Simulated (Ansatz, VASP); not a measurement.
## ZnO in VASP and in Ansatz

```
Zn O
1.0
     0.00000    2.13377    2.13377
     2.00788    0.00000    2.13377
     2.00788    2.13377    0.00000
Zn O
1 1
Direct
  0.00000 0.00000 0.00000
  0.50000 0.50000 0.50000
```

Change from the starting cell: uniaxial_x strain -5.9%.

Alike in both runs: task single point; functional PBE; k mesh 10 × 10 × 10; occupations fermi-dirac, width 0.02 eV; no spin polarisation.

|  | VASP | Ansatz |
| --- | --- | --- |
| version | VASP 6.6.1 | Ansatz 0.2.0 |
| potentials or method | VASP PAW PBE potentials, release 64 (Zn, O) | plane waves, PAW |
| plane-wave cutoff (eV) | 520 | 420 |
| valence electrons in the cell | 18 | 18 |

```csv
,VASP,Ansatz,Ansatz less VASP
gap on the k mesh at the Fermi level (eV),1.06,1.09,+0.037
pressure (GPa),24.8,23.2,-1.64
"traceless stress, the component that is largest in VASP (GPa)",8.51,7.83,-0.678
```

With one functional, cell and mesh, what is left measures potentials, basis and numerics.
